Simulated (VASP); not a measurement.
## Ga7PdN8: single point with PBEsol+U

Ga7PdN8:

```
Pd Ga N
1.0
     6.38000    0.00000    0.00000
    -3.19000    5.52524    0.00000
     0.00000    0.00000    5.18900
Pd Ga N
1 7 8
Direct
  0.33333 0.16667 0.99707
  0.33679 0.66839 0.00139
  0.83161 0.16321 0.00139
  0.83161 0.66839 0.00139
  0.16454 0.33546 0.49746
  0.16454 0.82908 0.49746
  0.67092 0.33546 0.49746
  0.66667 0.83333 0.49863
  0.33333 0.16667 0.40378
  0.33493 0.66746 0.37387
  0.83254 0.16507 0.37387
  0.83254 0.66746 0.37387
  0.15514 0.34486 0.86953
  0.15514 0.81029 0.86953
  0.68971 0.34486 0.86953
  0.66667 0.83333 0.87378
```

```yaml
Program: VASP 6.6.1
Task: single point
Functional: PBEsol
Potentials_or_basis: VASP PAW PBE potentials, release 64 (Pd_sv_GW, Ga_d, N)
Cutoff: 700 eV
k_mesh: 3 × 3 × 3
Occupations: gaussian, width 0.05 eV
Spin: collinear spin
Starting_moments: "[0.37, 0.0, 0.0, 0.0, 0.0, 0.0, 0.0, 0.0, 0.18, 0.01, 0.01, 0.01, 0.04, 0.04, 0.04, 0.0] μB"
Hubbard_terms: Pd d U = 2.0 eV
Dipole_correction: no
Further_INCAR_settings: LREAL = Auto; ALGO = Normal; EDIFF = 1e-06; NBANDS = 92
```

The pressure is 2.9 GPa, the largest force is 0.917 eV/Å and the net moment is 0.00 μB per cell. The valence electrons inside the program's atomic spheres are Pd 15.68; Ga 11.93, 11.90, 11.89 (each value once); N 3.65, 3.71, 3.66, 3.70 (each value once).

Forces in eV/Å, atoms in the order of the input:
```
Pd   0.000  0.000 -0.917
Ga  -0.033 -0.019  0.016
Ga   0.000  0.038  0.016
Ga   0.033 -0.019  0.016
Ga  -0.146  0.084  0.058
Ga   0.000 -0.169  0.058
Ga   0.146  0.084  0.058
Ga   0.000  0.000 -0.001
N    0.000  0.000  0.005
N    0.042  0.024  0.002
N    0.000 -0.048  0.002
N   -0.042  0.024  0.002
N   -0.091  0.053  0.232
N    0.000 -0.105  0.232
N    0.091  0.053  0.232
N    0.000  0.000 -0.012
```

Stress tensor (GPa, compression positive):
```
3.41 0.00 0.00
0.00 3.41 0.00
0.00 0.00 2.01
```

Levels at points of the mesh, in eV from the Fermi level:
Spin up:
```
           k point  band 72  band 73  band 74  band 75  band 76  band 77
(0.00, 0.00, 0.00)    -1.44    -1.44    -0.35     0.48     0.48     1.01
```
Spin down:
```csv
k point,band 72,band 73,band 74,band 75,band 76,band 77
"(0.00, 0.00, 0.00)",-1.44,-1.44,-0.35,0.48,0.48,1.01
```

Eigenvalues of the final occupation matrices:
| site | spin | trace | eigenvalues |
| --- | --- | --- | --- |
| site 1 d | 1 | 3.71 | 0.64 0.69 0.69 0.85 0.85 |
| site 1 d | 2 | 3.71 | 0.64 0.69 0.69 0.85 0.85 |

Run time: 11 min on 1 thread of Intel(R) Xeon(R) Platinum 8488C (Sapphire Rapids), on a shared host, peak memory 0.64 GiB.

Caveat: the k points lie up to 0.40 Å⁻¹ apart; the PAW data sets were made with another functional, which shifts forces and pressure a little.
